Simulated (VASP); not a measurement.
Input of a VASP 6.6.1 run:

INCAR

```
SYSTEM = GeSbTe3
PREC = Accurate
ENCUT = 600
EDIFF = 1E-7
ISMEAR = 0
SIGMA = 0.1
LREAL = .False.
LASPH = .True.
NELM = 100
ALGO = Normal
ISIF = 3
LWAVE = .False.
LCHARG = .False.
GGA = PE
IBRION = 2
NSW = 90
EDIFFG = -0.04
```

Contents of KPOINTS:

```
regular mesh
0
Gamma
  6 6 4
  0 0 0
```

POSCAR

```
GeSbTe3
1.0
    5.0713687800      0.0000000000      0.0000000000
   -2.5356843900      4.3919341900      0.0000000000
    0.0000000000      0.0000000000      6.2608342000
Ge Sb Te
1 1 3
Direct
    0.6666666700      0.3333333300      0.0000000000
    0.3333333300      0.6666666700      0.5000000000
    0.0000000000      0.0000000000      0.7552470000
    0.0000000000      0.0000000000      0.2447530000
    0.6666666700      0.3333333300      0.5000000000
```

Potentials or basis: VASP PAW PBE potentials, release 64 (Ge_d, Sb, Te).

The run is started by

```bash
$ cat potpaw_PBE.64/Ge_d/POTCAR potpaw_PBE.64/Sb/POTCAR potpaw_PBE.64/Te/POTCAR > POTCAR
$ mpirun -np 1 vasp_std > vasp.out
```

Estimate the relaxed volume.

38.59 Å³/atom.

Predict the band gap on the k mesh.

zero (an odd number of electrons rules out a gap without spin polarisation).

Predict the relaxed cell.

a = 4.927 Å, b = 4.927 Å, c = 9.177 Å, α = 90.00°, β = 90.00°, γ = 120.00°.

Estimate the space group after relaxing (to 0.1 Å).

P-6m2 (No. 187).

Stress tensor (GPa, compression positive):
```
 0.04  0.00  0.00
 0.00  0.04  0.00
 0.00  0.00 -0.05
```

Caveat: the volume moved by over 15 % at a fixed basis, so the end points are rough; spin-orbit coupling is left out, which moves the levels of the heavy elements; this functional lacks dispersion, which binds layers or chains, so the pressure and a relaxed spacing across them are unreliable; an odd number of electrons without spin polarisation forces a metal; a magnetic or distorted state may lie lower.
